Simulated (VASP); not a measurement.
# AlNi3 (Pm-3m) in VASP: settings compared, part 2 of 2

VASP 6.6.1. The steps go on from the part before.

## 4. Single point, r2SCAN, collinear spin, ferromagnetic start

This run uses another cell than the first one, of 11.59 Å³/atom, 1.154 times its volume.

The input, POSCAR:

```
AlNi3
1.0
    3.5921517734      0.0000000000      0.0000000000
    0.0000000000      3.5921517734      0.0000000000
    0.0000000000      0.0000000000      3.5921517734
Ni Al
3 1
Direct
    0.5000000000      0.5000000000      0.0000000000
    0.5000000000      0.0000000000      0.5000000000
    0.0000000000      0.5000000000      0.5000000000
    0.0000000000      0.0000000000      0.0000000000
```

The input, INCAR.step1:

```
SYSTEM = AlNi3
PREC = Accurate ; ENCUT = 520
ISMEAR = -1 ; SIGMA = 0.05
LREAL = .FALSE. ; LASPH = .TRUE.
NELM = 150 ; ISPIN = 2
MAGMOM = 1 1 1 0 ; LMAXMIX = 4
NBANDS = 28 ; GGA = PE
ALGO = Normal ; EDIFF = 1E-4
LWAVE = .TRUE. ; LCHARG = .FALSE.
```

The input, INCAR.step2:

```
SYSTEM = AlNi3
PREC = Accurate ; ENCUT = 520
EDIFF = 1E-7 ; ISMEAR = -1
SIGMA = 0.05 ; LREAL = .FALSE.
LASPH = .TRUE. ; NELM = 150
ALGO = Normal ; ISIF = 2
LWAVE = .FALSE. ; LCHARG = .FALSE.
ISPIN = 2 ; MAGMOM = 1 1 1 0
LORBIT = 11 ; LMAXMIX = 4
METAGGA = R2SCAN ; LMIXTAU = .TRUE.
NBANDS = 28 ; ISTART = 1
```

The input, KPOINTS:

```
regular mesh
0
G
  8 8 8
  0 0 0
```

Potentials or basis: VASP PAW PBE potentials, release 64 (Ni, Al).

Run with:

```bash
> cat potpaw_PBE.64/Ni/POTCAR potpaw_PBE.64/Al/POTCAR > POTCAR
> cp INCAR.step1 INCAR
> mpirun -np 1 vasp_std > vasp.out
> cp INCAR.step2 INCAR
> mpirun -np 1 vasp_std > vasp.out
```

OUTCAR:

```text
SYSTEM = AlNi3
   PREC = Accurate
   ENCUT = 520
   EDIFF = 1E-7
   ISMEAR = -1
   LREAL = .FALSE.
   LASPH = .TRUE.
   NELM = 150
   ISIF = 2
   ISPIN = 2
   LORBIT = 11
   METAGGA = R2SCAN
   ISTART = 1

 ion  position               nearest neighbor table
   1  0.500  0.500  0.000-   2 2.54   3 2.54   4 2.54   2 2.54   3 2.54   2 2.54   4 2.54   2 2.54
                             3 2.54   4 2.54   3 2.54   4 2.54
   2  0.500  0.000  0.500-   1 2.54   3 2.54   4 2.54   1 2.54   4 2.54   1 2.54   3 2.54   1 2.54
                             3 2.54   4 2.54   4 2.54   3 2.54
   3  0.000  0.500  0.500-   1 2.54   2 2.54   4 2.54   1 2.54   4 2.54   2 2.54   4 2.54   4 2.54
                             1 2.54   2 2.54   1 2.54   2 2.54
   4  0.000  0.000  0.000-   1 2.54   2 2.54   3 2.54   2 2.54   3 2.54   1 2.54   3 2.54   3 2.54
                             1 2.54   2 2.54   2 2.54   1 2.54

  LATTYP: Found a simple cubic cell.
 ALAT       =     3.5921517734

  Lattice vectors:

 A1 = (   3.5921517734,   0.0000000000,   0.0000000000)
 A2 = (   0.0000000000,   3.5921517734,   0.0000000000)
 A3 = (   0.0000000000,   0.0000000000,   3.5921517734)

Analysis of symmetry for initial positions (statically):
=====================================================================
 Subroutine PRICEL returns:
 Original cell was already a primitive cell.

 Routine SETGRP: Setting up the symmetry group for a
 simple cubic supercell.

 Subroutine GETGRP returns: Found 48 space group operations
 (whereof 48 operations were pure point group operations)
 out of a pool of 48 trial point group operations.

The static configuration has the point symmetry O_h .

Analysis of symmetry for dynamics (positions and initial velocities):
=====================================================================
 Subroutine PRICEL returns:
 Original cell was already a primitive cell.

 Routine SETGRP: Setting up the symmetry group for a
 simple cubic supercell.

 Subroutine GETGRP returns: Found 48 space group operations
 (whereof 48 operations were pure point group operations)
 out of a pool of 48 trial point group operations.

The dynamic configuration has the point symmetry O_h .

Analysis of structural, dynamic, and magnetic symmetry:
=====================================================================
 Subroutine PRICEL returns:
 Original cell was already a primitive cell.

 Routine SETGRP: Setting up the symmetry group for a
 simple cubic supercell.

 Subroutine GETGRP returns: Found 48 space group operations
 (whereof 48 operations were pure point group operations)
 out of a pool of 48 trial point group operations.

The overall configuration has the point symmetry O_h .

 Subroutine INISYM returns: Found 48 space group operations
 (whereof 48 operations are pure point group operations),
 and found     1 'primitive' translations

----------------------------------------------------------------------------------------

                                     Primitive cell

  volume of cell :      46.3515

  direct lattice vectors                    reciprocal lattice vectors
     3.592151773  0.000000000  0.000000000     0.278384674  0.000000000  0.000000000
     0.000000000  3.592151773  0.000000000     0.000000000  0.278384674  0.000000000
     0.000000000  0.000000000  3.592151773     0.000000000  0.000000000  0.278384674

[... 82 lines left out ...]
   LNONCOLLINEAR =      F non collinear calculations
   LSORBIT =      F    spin-orbit coupling
   LASPH  =      T    aspherical Exc in radial PAW
   ENCUT  =  520.0 eV  38.22 Ry    6.18 a.u.   6.68  6.68  6.68*2*pi/ulx,y,z
   NELM   =    150;   NELMIN=  2; NELMDL=  0     # of ELM steps
   EDIFF  = 0.1E-06   stopping-criterion for ELM
   LREAL  =      F    real-space projection
   EDIFFG = 0.1E-05   stopping-criterion for IOM
   NSW    =      0    number of steps for IOM
   IBRION =     -1    ionic relax: 0-MD 1-quasi-New 2-CG
   NFREE  =      0    steps in history (QN), initial steepest desc. (CG)
   ISIF   =      2    stress and relaxation
   ISYM   =      2    0-nonsym 1-usesym 2-fastsym
   POTIM  = 0.5000    time-step for ionic-motion
   TEBEG  =    0.0;   TEEND  =   0.0 temperature during run
   PSTRESS=    0.0 pullay stress
   NELECT =      33.0000    total number of electrons
   NUPDOWN=      -1.0000    fix difference up-down
   EMIN   =  10.00;   EMAX   =-10.00  energy-range for DOS
   EFERMI =   0.00;   METHOD = LEGACY
   ISMEAR =    -1;   SIGMA  =   0.05  broadening in eV -4-tet -1-fermi 0-gaus
   EFERMI_NEDOS =   21; number of points for ismear=-14 and -15
   IALGO  =     38    algorithm
   IMIX   =      4    mixing-type and parameters
     AMIX     =   0.40;   BMIX     =  1.00
     AMIX_MAG =   1.60;   BMIX_MAG =  1.00
  volume/ion in A,a.u.               =      11.59        78.20
  Fermi-wavevector in a.u.,A,eV,Ry     =   1.461812  2.762424 29.074205  2.136894
  Thomas-Fermi vector in A             =   2.578099
   LORBIT       =     11    0 simple, 1 ext, 2 COOP (PROOUT), +10 PAW based schemes
   METAGGA = R2SCAN    functional components
   LHFCALC =     F    Hartree Fock is set to
   AEXX    =    0.0000 exact exchange contribution
   IVDW    =     0    specifies the selected vdW correction
   LEPSILON=     F    determine dielectric tensor
   LRPA    =     F    only Hartree local field effects (RPA)
 spin polarized calculation
  energy-cutoff  :      520.00
  volume of cell :       46.35
 maximum number of plane-waves:      1273
 NGX is ok and might be reduce to    28
   NGX = 13   NGY = 13   NGZ = 13

 number of electron      33.0000055 magnetization       0.8728292

 Free energy of the ion-electron system (eV)
  ---------------------------------------------------
  ext. energy  EPLUGINS =         0.00000000
  ---------------------------------------------------
  free energy    TOTEN  =       -44.22988997 eV

  energy without entropy =      -44.20983198  energy(sigma->0) =      -44.21986098

 E-fermi :   9.0547     XC(G=0): -13.5947

 val. band max:        9.0162808447   @ k =   0.0000   0.0000   0.0000
 cond. band min:       9.0568316187   @ k =   0.5000   0.3750   0.3750
 fundamental gap:      0.0405507740
 Fermi energy:         9.0547326768

 spin component 1

 k-point     1 :       0.0000    0.0000    0.0000
  band No.  band energies     occupation
      1      -1.2162      1.00000
      2       4.5921      1.00000
      3       5.2372      1.00000
      4       5.2372      1.00000
      5       5.5291      1.00000
      6       5.5291      1.00000
[... 733 lines left out ...]
     27      24.3156      0.00000
     28      24.3863      0.00000

 [... further k-points ...]

 spin component 2

 k-point     1 :       0.0000    0.0000    0.0000
  band No.  band energies     occupation
      1      -1.3924      1.00000
      2       4.6459      1.00000
      3       5.4853      1.00000
      4       5.4853      1.00000
      5       6.0776      1.00000
      6       6.0776      1.00000
[... 733 lines left out ...]
     27      24.2858      0.00000
     28      24.4159      0.00000

 [... further k-points ...]
[... 5 lines left out ...]
  --------------------------------------------------------------------------------------
  -------------------------------------------------------------------------------------
  Total       -2.8292813     -2.8292813     -2.8292813      0.0000000     -0.0000000     -0.0000000
  in kB      -97.7963563    -97.7963563    -97.7963563      0.0000000     -0.0000000     -0.0000000
  external PRESSURE =     -97.7963563 kB  Pullay stress =       0.0000000 kB

 VOLUME and BASIS-vectors are now :
 -----------------------------------------------------------------------------
  energy-cutoff  :      520.00
  volume of cell :       46.35
      direct lattice vectors                 reciprocal lattice vectors
     3.592151773  0.000000000  0.000000000     0.278384674  0.000000000  0.000000000
     0.000000000  3.592151773  0.000000000     0.000000000  0.278384674  0.000000000
     0.000000000  0.000000000  3.592151773     0.000000000  0.000000000  0.278384674

 POSITION                                       TOTAL-FORCE (eV/Angst)
 -----------------------------------------------------------------------------------
      1.79608      1.79608      0.00000         0.000000      0.000000      0.000000
      1.79608      0.00000      1.79608         0.000000      0.000000      0.000000
      0.00000      1.79608      1.79608         0.000000      0.000000      0.000000
      0.00000      0.00000      0.00000         0.000000      0.000000      0.000000
 -----------------------------------------------------------------------------------
    total drift:                                0.000000      0.000000      0.000000

  FREE ENERGIE OF THE ION-ELECTRON SYSTEM (eV)
  ---------------------------------------------------
  free  energy   TOTEN  =       -44.2298899707 eV

  energy  without entropy=      -44.2098319848  energy(sigma->0) =      -44.21986098

 total charge

# of ion       s       p       d       tot
------------------------------------------
    1        0.495   0.519   8.366   9.380
    2        0.495   0.519   8.366   9.380
    3        0.495   0.519   8.366   9.380
    4        0.404   0.391   0.000   0.795
--------------------------------------------------
tot          1.889   1.949  25.097  28.935

 magnetization (x)

# of ion       s       p       d       tot
------------------------------------------
    1       -0.008  -0.027   0.370   0.335
    2       -0.008  -0.027   0.370   0.335
    3       -0.008  -0.027   0.370   0.335
    4       -0.002  -0.016   0.000  -0.018
--------------------------------------------------
tot         -0.026  -0.097   1.109   0.986
```

Wall time 2 min (1 thread of Intel Xeon 6975P-C (Granite Rapids), shared host); peak memory 0.22 GiB.

Results:

| Quantity | Value |
| --- | --- |
| Free energy | -44.2299 eV |
| Pressure | -9.8 GPa |
| Net moment | 0.87 μB per cell |
| Site moments | Ni +0.34; Al -0.02 μB |
| Valence electrons inside the program's atomic spheres | Ni 9.38; Al 0.80 |

Levels at points of the mesh, in eV from the Fermi level:
Spin up:
| k point | band 13 | band 14 | band 15 | band 16 | band 17 | band 18 | band 19 | band 20 | band 21 | band 22 |
| --- | --- | --- | --- | --- | --- | --- | --- | --- | --- | --- |
| (0.00, 0.00, 0.00) | -0.53 | -0.45 | -0.45 | -0.45 | 0.87 | 0.87 | 0.87 | 6.49 | 6.49 | 7.39 |
| (0.50, 0.00, 0.00) | -1.49 | -1.39 | -1.28 | -0.78 | -0.45 | 5.50 | 5.50 | 5.64 | 5.64 | 6.41 |
| (0.50, 0.50, 0.00) | -1.54 | -1.39 | -1.31 | -1.20 | -0.78 | 0.54 | 0.54 | 8.24 | 8.28 | 8.28 |
| (0.50, 0.50, 0.50) | -1.54 | -1.30 | -1.30 | -0.58 | -0.58 | -0.58 | -0.20 | 3.34 | 3.88 | 3.88 |
Spin down:
```tsv
k point	band 12	band 13	band 14	band 15	band 16	band 17	band 18	band 19	band 20	band 21
(0.00, 0.00, 0.00)	-0.63	-0.04	0.47	0.47	0.47	0.68	0.68	0.68	6.64	6.64
(0.50, 0.00, 0.00)	-1.26	-0.92	-0.88	-0.88	-0.51	0.47	5.57	5.57	5.64	5.64
(0.50, 0.50, 0.00)	-1.30	-1.30	-1.19	-0.89	-0.56	-0.44	1.11	1.11	8.23	8.30
(0.50, 0.50, 0.50)	-1.38	-1.38	-1.00	-1.00	-0.36	0.18	0.18	0.18	3.49	4.26
```

Caveat: the PAW data sets were made with another functional, which shifts forces and pressure a little.

## 5. Single point, LDA, collinear spin, ferromagnetic start (volume scaled by 0.94)

The input, INCAR:

```
PREC = Accurate
ENCUT = 520
EDIFF = 1E-6
ISMEAR = -1
SIGMA = 0.05
LREAL = F
LASPH = T
NELM = 150
ALGO = Normal
ISIF = 2
LWAVE = F
LCHARG = F
ISPIN = 2
MAGMOM = 1 1 1 0
LORBIT = 11
LMAXMIX = 4
GGA = CA
NBANDS = 28
```

The input, KPOINTS:

```
regular mesh
0
Gamma
  8 8 8
```

The input, POSCAR:

```
AlNi3
1.0
    3.4511354705      0.0000000000      0.0000000000
    0.0000000000      3.4511354705      0.0000000000
    0.0000000000      0.0000000000      3.4511354705
Ni Al
3 1
Direct
    0.5000000000      0.5000000000      0.0000000000
    0.5000000000      0.0000000000      0.5000000000
    0.0000000000      0.5000000000      0.5000000000
    0.0000000000      0.0000000000      0.0000000000
```

Potentials or basis: VASP PAW LDA potentials, release 64 (Ni, Al).

Run with:

```bash
> cat potpaw_LDA.64/Ni/POTCAR potpaw_LDA.64/Al/POTCAR > POTCAR
> mpirun -np 1 vasp_std > vasp.out
```

It took 44 s on 1 thread of Intel Xeon 6975P-C (Granite Rapids), shared host; peak memory 0.18 GiB.

Results (log left out):

```yaml
Free_energy: -25.8231 eV
Pressure: 6.2 GPa
Net_moment: 0.17 μB per cell
Site_moments: Ni +0.06; Al -0.00 μB
Valence_electrons_inside_the_program's_atomic_spheres: Ni 9.59; Al 0.86
```

Levels at points of the mesh, in eV from the Fermi level:
Spin up:
```tsv
k point	band 13	band 14	band 15	band 16	band 17	band 18	band 19	band 20	band 21	band 22
(0.00, 0.00, 0.00)	-0.11	0.16	0.16	0.16	0.93	0.93	0.93	7.20	7.20	8.26
(0.50, 0.00, 0.00)	-1.21	-1.20	-1.03	-0.41	0.16	5.95	5.95	6.06	6.06	6.88
(0.50, 0.50, 0.00)	-1.34	-1.23	-0.95	-0.90	-0.53	1.15	1.15	8.68	8.68	8.93
(0.50, 0.50, 0.50)	-1.34	-1.07	-1.07	-0.26	-0.07	-0.07	-0.07	4.09	4.60	4.60
```
Spin down:
| k point | band 15 | band 16 | band 17 | band 18 | band 19 | band 20 |
| --- | --- | --- | --- | --- | --- | --- |
| (0.00, 0.00, 0.00) | 0.24 | 0.24 | 0.94 | 0.94 | 0.94 | 7.22 |
| (0.50, 0.00, 0.00) | -0.97 | -0.36 | 0.24 | 5.97 | 5.97 | 6.08 |
| (0.50, 0.50, 0.00) | -0.91 | -0.82 | -0.50 | 1.21 | 1.21 | 8.69 |
| (0.50, 0.50, 0.50) | -1.03 | -0.25 | 0.01 | 0.01 | 0.01 | 4.12 |

Caveat: the cell differs from its parent crystal (volume scaled by 0.94).

## 6. Summary

| level | potentials or basis | cell | gap on the mesh (eV) | pressure (GPa) | moment (μB) |
| --- | --- | --- | --- | --- | --- |
| PBEsol | VASP PAW PBE potentials, release 64 (Ni, Al) | a = 3.425 Å, 4 atoms | none | 20.0 | 0.50 |
| PBEsol | VASP PAW PBE potentials, release 64 (Ni, Al) | a = 3.467 Å, 4 atoms | none | 10.0 | 0.56 |
| r2SCAN | VASP PAW PBE potentials, release 64 (Ni, Al) | a = 3.592 Å, 4 atoms | none | -9.8 | 0.87 |
| LDA | VASP PAW LDA potentials, release 64 (Ni, Al) | a = 3.451 Å, 4 atoms | none | 6.2 | 0.17 |

Alike in all rows: task single point; spin collinear, ferromagnetic start; k mesh 8 × 8 × 8; cutoff (eV) 520; smearing fermi-dirac 0.05 eV.

Caveats: the PAW data sets were made with another functional, which shifts forces and pressure a little (some runs).

Total energies depend on the potentials used, so only differences within one code and one set of settings carry meaning.
